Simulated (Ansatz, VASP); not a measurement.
# One calculation of LiCl, two programs

```xyz
2
Lattice="0.0000 2.5985 2.5985 2.5985 0.0000 2.5985 2.5985 2.5985 0.0000" Properties=species:S:1:pos:R:3 pbc="T T T"
Cl    2.5985    2.5985    2.5985
Li    0.0000    0.0000    0.0000
```

Alike in both runs: task single point; functional r2SCAN; k mesh 9 × 9 × 9; occupations fermi-dirac, width 0.05 eV; no spin polarisation.

|  | VASP | Ansatz |
| --- | --- | --- |
| version | VASP 6.6.1 | Ansatz 0.2.0 |
| potentials or method | VASP PAW PBE potentials, release 64 (Cl, Li_sv) | Ansatz PAW |
| plane-wave cutoff (eV) | 520 | 500 |
| valence electrons in the cell | 10 | 10 |

Ansatz gave:

* gap on the k mesh at the Fermi level (eV): 6.99
* least direct gap on the mesh (eV): 6.99

Q: Estimate VASP's values.

A: gap on the k mesh at the Fermi level (eV): 7.06; least direct gap on the mesh (eV): 7.06.

VASP's potentials were made for PBE, not for r2SCAN.

Noted on VASP's run: the cutoff is short for stress, so the pressure is rough. Noted on Ansatz's run: odd divisions of the mesh miss points on the zone boundary, where band edges often lie, so the gap on the mesh can be too wide.
